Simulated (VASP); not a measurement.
# LiBr (Fm-3m) in VASP: notebook

LiBr is run at these levels: PBEsol; tasks: single point.

Everything below comes from runs of VASP 6.6.1. Logs are shortened: lines on timing, memory, paths and dates and some standing lists are left out, and cuts for length are marked.

## 1. The cell of the first run

It takes space group Fm-3m (No. 225, cubic). Conventional cell: a = 5.412 Å, b = 5.412 Å, c = 5.412 Å, α = 90.00°, β = 90.00°, γ = 90.00°. Within 3.6 Å of Li (site symmetry m-3m) lie 6 Br at 2.71 Å. Within 3.6 Å of Br (site symmetry m-3m) lie 6 Li at 2.71 Å.

## 2. Single point, PBEsol

INCAR

```
SYSTEM = LiBr
PREC = Accurate
ENCUT = 750
EDIFF = 1E-6
ISMEAR = 0
SIGMA = 0.01
LREAL = .FALSE.
LASPH = .TRUE.
NELM = 120
ALGO = Normal
ISIF = 2
LWAVE = .FALSE.
LCHARG = .FALSE.
GGA = PS
NBANDS = 12
GGA_COMPAT = .FALSE.
```

KPOINTS

```
Automatic mesh
0
G
  8 8 8
  0 0 0
```

POSCAR

```
LiBr
1.0
    0.0000000000      2.7061299904      2.7061299904
    2.7061299904      0.0000000000      2.7061299904
    2.7061299904      2.7061299904      0.0000000000
Li Br
1 1
Direct
    0.0000000000      0.0000000000      0.0000000000
    0.5000000000      0.5000000000      0.5000000000
```

Potentials or basis: VASP PAW PBE potentials, release 64 (Li_sv, Br).

Launch:

```sh
cat potpaw_PBE.64/Li_sv/POTCAR potpaw_PBE.64/Br/POTCAR > POTCAR
mpirun -np 1 vasp_std > vasp.out
```

OUTCAR:

```text
SYSTEM = LiBr
   PREC = Accurate
   ENCUT = 750
   EDIFF = 1E-6
   ISMEAR = 0
   LREAL = .FALSE.
   LASPH = .TRUE.
   NELM = 120
   ISIF = 2
   GGA = PS

 ion  position               nearest neighbor table
   1  0.000  0.000  0.000-
   2  0.500  0.500  0.500-

  LATTYP: Found a face centered cubic cell.
 ALAT       =     5.4122599808

  Lattice vectors:

 A1 = (   0.0000000000,   2.7061299904,   2.7061299904)
 A2 = (   2.7061299904,   0.0000000000,   2.7061299904)
 A3 = (   2.7061299904,   2.7061299904,   0.0000000000)

Analysis of symmetry for initial positions (statically):
=====================================================================
 Subroutine PRICEL returns:
 Original cell was already a primitive cell.

 Routine SETGRP: Setting up the symmetry group for a
 face centered cubic supercell.

 Subroutine GETGRP returns: Found 48 space group operations
 (whereof 48 operations were pure point group operations)
 out of a pool of 48 trial point group operations.

The static configuration has the point symmetry O_h .

Analysis of symmetry for dynamics (positions and initial velocities):
=====================================================================
 Subroutine PRICEL returns:
 Original cell was already a primitive cell.

 Routine SETGRP: Setting up the symmetry group for a
 face centered cubic supercell.

 Subroutine GETGRP returns: Found 48 space group operations
 (whereof 48 operations were pure point group operations)
 out of a pool of 48 trial point group operations.

The dynamic configuration has the point symmetry O_h .

 Subroutine INISYM returns: Found 48 space group operations
 (whereof 48 operations are pure point group operations),
 and found     1 'primitive' translations

----------------------------------------------------------------------------------------

                                     Primitive cell

  volume of cell :      39.6347

  direct lattice vectors                    reciprocal lattice vectors
     0.000000000  2.706129990  2.706129990    -0.184765699  0.184765699  0.184765699
     2.706129990  0.000000000  2.706129990     0.184765699 -0.184765699  0.184765699
     2.706129990  2.706129990  0.000000000     0.184765699  0.184765699 -0.184765699

  length of vectors
     3.827045734  3.827045734  3.827045734     0.320023579  0.320023579  0.320023579

  position of ions in fractional coordinates (direct lattice)
     0.000000000  0.000000000  0.000000000
     0.500000000  0.500000000  0.500000000

  ion indices of the primitive-cell ions
   primitive index   ion index
                 1           1
                 2           2

----------------------------------------------------------------------------------------

 KPOINTS: Automatic mesh

Automatic generation of k-mesh.
 Grid dimensions read from file:
 generate k-points for:    8    8    8

 Generating k-lattice:

  Cartesian coordinates                     Fractional coordinates (reciprocal lattice)
    -0.023095712  0.023095712  0.023095712     0.125000000  0.000000000  0.000000000
     0.023095712 -0.023095712  0.023095712     0.000000000  0.125000000  0.000000000
     0.023095712  0.023095712 -0.023095712     0.000000000  0.000000000  0.125000000

  Length of vectors
     0.040002947  0.040002947  0.040002947

  Shift w.r.t. Gamma in fractional coordinates (k-lattice)
     0.000000000  0.000000000  0.000000000

 Subroutine IBZKPT returns following result:
 ===========================================

 Found     29 irreducible k-points:

 Following reciprocal coordinates:
            Coordinates               Weight
  0.000000  0.000000  0.000000      1.000000
  0.125000  0.000000  0.000000      8.000000
  0.250000  0.000000  0.000000      8.000000
  0.375000  0.000000  0.000000      8.000000
  0.500000  0.000000  0.000000      4.000000
  0.125000  0.125000  0.000000      6.000000
[... 16 lines left out ...]
  0.500000  0.250000  0.125000     48.000000
 -0.375000  0.250000  0.125000     24.000000
 [... further k-points ...]
   k-points           NKPTS =     29   k-points in BZ     NKDIM =     29   number of bands    NBANDS=     12
   number of dos      NEDOS =    301   number of ions     NIONS =      2
   total plane-waves  NPLWV =  46656
   dimension x,y,z NGX =    36 NGY =   36 NGZ =   36
   dimension x,y,z NGXF=    72 NGYF=   72 NGZF=   72
   ions per type =               1   1
   NGX,Y,Z   is equivalent  to a cutoff of  15.64, 15.64, 15.64 a.u.
   NGXF,Y,Z  is equivalent  to a cutoff of  31.28, 31.28, 31.28 a.u.
 SYSTEM =  LiBr
   PREC   = accura    normal or accurate (medium, high low for compatibility)
   ISTART =      0    job   : 0-new  1-cont  2-samecut
   ICHARG =      2    charge: 1-file 2-atom 10-const
   ISPIN  =      1    spin polarized calculation?
   LNONCOLLINEAR =      F non collinear calculations
   LSORBIT =      F    spin-orbit coupling
   LASPH  =      T    aspherical Exc in radial PAW
   ENCUT  =  750.0 eV  55.12 Ry    7.42 a.u.   8.55  8.55  8.55*2*pi/ulx,y,z
   NELM   =    120;   NELMIN=  2; NELMDL= -5     # of ELM steps
   EDIFF  = 0.1E-05   stopping-criterion for ELM
   LREAL  =      F    real-space projection
   EDIFFG = 0.1E-04   stopping-criterion for IOM
   NSW    =      0    number of steps for IOM
   IBRION =     -1    ionic relax: 0-MD 1-quasi-New 2-CG
   NFREE  =      0    steps in history (QN), initial steepest desc. (CG)
   ISIF   =      2    stress and relaxation
   ISYM   =      2    0-nonsym 1-usesym 2-fastsym
   POTIM  = 0.5000    time-step for ionic-motion
   TEBEG  =    0.0;   TEEND  =   0.0 temperature during run
   PSTRESS=    0.0 pullay stress
   NELECT =      10.0000    total number of electrons
   NUPDOWN=      -1.0000    fix difference up-down
   EMIN   =  10.00;   EMAX   =-10.00  energy-range for DOS
   EFERMI =   0.00;   METHOD = LEGACY
   ISMEAR =     0;   SIGMA  =   0.01  broadening in eV -4-tet -1-fermi 0-gaus
   EFERMI_NEDOS =   21; number of points for ismear=-14 and -15
   IALGO  =     38    algorithm
   IMIX   =      4    mixing-type and parameters
     AMIX     =   0.40;   BMIX     =  1.00
     AMIX_MAG =   1.60;   BMIX_MAG =  1.00
  volume/ion in A,a.u.               =      19.82       133.73
  Fermi-wavevector in a.u.,A,eV,Ry     =   1.034466  1.954857 14.559862  1.070120
  Thomas-Fermi vector in A             =   2.168762
   LORBIT       =      0    0 simple, 1 ext, 2 COOP (PROOUT), +10 PAW based schemes
   GGA     = PS    functional components
   LHFCALC =     F    Hartree Fock is set to
   AEXX    =    0.0000 exact exchange contribution
   IVDW    =     0    specifies the selected vdW correction
   LEPSILON=     F    determine dielectric tensor
   LRPA    =     F    only Hartree local field effects (RPA)
 non-spin polarized calculation
 Gauss-broadening in eV      SIGMA  =   0.01
  energy-cutoff  :      750.00
  volume of cell :       39.63
 maximum number of plane-waves:      1868
 NGX is ok and might be reduce to    36
   NGX = 17   NGY = 17   NGZ = 17

 number of electron      10.0000001 magnetization

 Free energy of the ion-electron system (eV)
  ---------------------------------------------------
  ext. energy  EPLUGINS =         0.00000000
  ---------------------------------------------------
  free energy    TOTEN  =        -6.93525710 eV

  energy without entropy =       -6.93525710  energy(sigma->0) =       -6.93525710

 E-fermi :   0.6411     XC(G=0):  -8.7907

 val. band max:        0.5856605360   @ k =   0.0000   0.0000   0.0000
 cond. band min:       5.5697254218   @ k =   0.0000   0.0000   0.0000
 fundamental gap:      4.9840648857
 Fermi energy:         0.6411312032

 k-point     1 :       0.0000    0.0000    0.0000
  band No.  band energies     occupation
      1     -43.0181      2.00000
      2     -13.0465      2.00000
      3       0.5857      2.00000
      4       0.5857      2.00000
      5       0.5857      2.00000
      6       5.5697      0.00000
      7      11.0090      0.00000
      8      11.0090      0.00000
      9      11.0090      0.00000
     10      12.9634      0.00000
     11      12.9634      0.00000
     12      12.9634      0.00000

 k-point     2 :       0.1250    0.0000    0.0000
  band No.  band energies     occupation
      1     -43.0178      2.00000
      2     -12.9749      2.00000
      3      -0.0569      2.00000
      4       0.5383      2.00000
      5       0.5383      2.00000
      6       6.1131      0.00000
      7      10.2721      0.00000
      8      10.8797      0.00000
      9      10.8797      0.00000
     10      12.0163      0.00000
     11      12.0163      0.00000
     12      13.3084      0.00000

 k-point     3 :       0.2500    0.0000    0.0000
  band No.  band energies     occupation
      1     -43.0173      2.00000
      2     -12.7925      2.00000
      3      -1.2444      2.00000
      4       0.4313      2.00000
      5       0.4313      2.00000
      6       6.5298      0.00000
      7       9.7478      0.00000
      8       9.7478      0.00000
      9      10.3932      0.00000
     10      12.9556      0.00000
     11      12.9556      0.00000
     12      13.6813      0.00000
[... 286 lines left out ...]
 k-point    23 :       0.5000    0.2500    0.1250
  band No.  band energies     occupation
      1     -43.0165      2.00000
      2     -12.4757      2.00000
      3      -2.0181      2.00000
      4      -0.8004      2.00000
      5       0.0131      2.00000
      6       7.7506      0.00000
      7       8.4866      0.00000
      8       9.7057      0.00000
      9      10.7712      0.00000
     10      13.4037      0.00000
     11      16.1607      0.00000
     12      16.5851      0.00000

 k-point    24 :      -0.3750    0.2500    0.1250
  band No.  band energies     occupation
      1     -43.0163      2.00000
      2     -12.4019      2.00000
      3      -2.2590      2.00000
      4      -0.9061      2.00000
      5      -0.0897      2.00000
      6       7.5778      0.00000
      7       8.4496      0.00000
      8       9.8276      0.00000
      9      11.4365      0.00000
     10      14.2313      0.00000
     11      14.7396      0.00000
     12      17.4233      0.00000

 [... further k-points ...]
[... 5 lines left out ...]
  --------------------------------------------------------------------------------------
  -------------------------------------------------------------------------------------
  Total       -0.0099796     -0.0099796     -0.0099796     -0.0000000     -0.0000000      0.0000000
  in kB       -0.4034092     -0.4034092     -0.4034092     -0.0000000     -0.0000000      0.0000000
  external PRESSURE =      -0.4034092 kB  Pullay stress =       0.0000000 kB

 VOLUME and BASIS-vectors are now :
 -----------------------------------------------------------------------------
  energy-cutoff  :      750.00
  volume of cell :       39.63
      direct lattice vectors                 reciprocal lattice vectors
     0.000000000  2.706129990  2.706129990    -0.184765699  0.184765699  0.184765699
     2.706129990  0.000000000  2.706129990     0.184765699 -0.184765699  0.184765699
     2.706129990  2.706129990  0.000000000     0.184765699  0.184765699 -0.184765699

 POSITION                                       TOTAL-FORCE (eV/Angst)
 -----------------------------------------------------------------------------------
      0.00000      0.00000      0.00000        -0.000000      0.000000     -0.000000
      2.70613      2.70613      2.70613         0.000000     -0.000000      0.000000
 -----------------------------------------------------------------------------------
    total drift:                                0.000000      0.000000      0.000000

  FREE ENERGIE OF THE ION-ELECTRON SYSTEM (eV)
  ---------------------------------------------------
  free  energy   TOTEN  =        -6.9352571050 eV

  energy  without entropy=       -6.9352571050  energy(sigma->0) =       -6.93525710
```

Run time: 41 s. Hardware: 1 thread of AMD EPYC 7R43 (Zen 3), shared host; peak memory 0.16 GiB.

Results:

- Free energy: -6.9353 eV
- Pressure: 0.0 GPa
- Band gap on the k mesh: 4.98 eV, direct

Levels at points of the mesh, in eV from the valence-band top:
```
           k point  band 1  band 2  band 3  band 4  band 5  band 6  band 7  band 8  band 9  band 10
(0.00, 0.00, 0.00)  -43.60  -13.63    0.00    0.00    0.00    4.98   10.42   10.42   10.42    12.38
(0.50, 0.00, 0.00)  -43.60  -13.09   -3.14   -0.29   -0.29    5.48    8.03    8.03   12.15    14.07
(0.50, 0.50, 0.00)  -43.60  -12.87   -3.17   -1.26   -1.26    6.23    6.86   11.90   12.67    12.67
```

Caveat: the PAW data sets were made with another functional, which shifts forces and pressure a little. A k mesh can miss the band edges.

## 3. Single point, PBEsol

INCAR

```
SYSTEM = LiBr
PREC = Accurate
ENCUT = 750
EDIFF = 1E-6
ISMEAR = -1
SIGMA = 0.1
LREAL = .False.
LASPH = .True.
NELM = 120
ALGO = Normal
ISIF = 2
LWAVE = .False.
LCHARG = .False.
GGA = PS
NBANDS = 12
GGA_COMPAT = .False.
```

KPOINTS

```
regular mesh
0
Gamma
  10 10 10
  0 0 0
```

POSCAR is that of step 2.

Potentials or basis: VASP PAW PBE potentials, release 64 (Li_sv, Br).

Launch:

```sh
cat potpaw_PBE.64/Li_sv/POTCAR potpaw_PBE.64/Br/POTCAR > POTCAR
mpirun -np 1 vasp_std > vasp.out
```

Run time: 56 s. Hardware: 1 thread of AMD EPYC 7R43 (Zen 3), shared host; peak memory 0.18 GiB.

Results (log left out):

```
Free energy            : -6.9353 eV
Pressure               : 0.0 GPa
Band gap on the k mesh : 4.98 eV, indirect (the least direct gap lies 4.5 meV higher)
```

Levels at points of the mesh, in eV from the valence-band top:
| k point | band 2 | band 3 | band 4 | band 5 | band 6 | band 7 | band 8 | band 9 |
| --- | --- | --- | --- | --- | --- | --- | --- | --- |
| (0.00, 0.00, 0.00) | -13.64 | 0.00 | 0.00 | 0.00 | 4.98 | 10.42 | 10.42 | 10.42 |
| (0.50, 0.00, 0.00) | -13.10 | -3.15 | -0.29 | -0.29 | 5.48 | 8.03 | 8.03 | 12.15 |
| (0.50, 0.50, 0.00) | -12.87 | -3.17 | -1.26 | -1.26 | 6.22 | 6.85 | 11.89 | 12.67 |

Caveat: the PAW data sets were made with another functional, which shifts forces and pressure a little. A k mesh can miss the band edges.
